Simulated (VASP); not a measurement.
A run of VASP 6.6.1 is set up as follows.

The input INCAR:

```
SYSTEM = SiC
PREC = Accurate
ENCUT = 600
EDIFF = 1E-6
ISMEAR = -1
SIGMA = 0.05
LREAL = .False.
LASPH = .True.
NELM = 100
ALGO = Normal
ISIF = 3
LWAVE = .False.
LCHARG = .False.
GGA = PE
IBRION = 2
NSW = 32
EDIFFG = -0.005
PSTRESS = 1900.0
```

Contents of KPOINTS:

```
Automatic mesh
0
Gamma
  17 17 17
  0 0 0
```

Contents of POSCAR:

```
SiC
1.0
    0.0000000000      1.9090141995      1.9090141995
    1.9090141995      0.0000000000      1.9090141995
    1.9090141995      1.9090141995      0.0000000000
Si C
1 1
Direct
    0.0000000000      0.0000000000      0.0000000000
    0.2500000000      0.2500000000      0.2500000000
```

Potentials or basis: VASP PAW PBE potentials, release 64 (Si, C).

Command:

```sh
$ cat potpaw_PBE.64/Si/POTCAR potpaw_PBE.64/C/POTCAR > POTCAR
$ mpirun -np 1 vasp_std > vasp.out
```

Task: What does it give for the band gap on the k mesh?

Result: 0.94 eV, indirect (least direct gap 4.83 eV).

Task: Estimate the relaxed volume.

Result: 6.95 Å³/atom.

Final structure:
```
CELL_PARAMETERS angstrom
0.00000 1.90852 1.90852
1.90852 0.00000 1.90852
1.90852 1.90852 0.00000
ATOMIC_POSITIONS crystal
Si 0.00000 0.00000 0.00000
C 0.25000 0.25000 0.25000
```

Caveat: the cell is relaxed towards a set pressure, so the enthalpy falls and the energy may rise. A k mesh can miss the band edges.
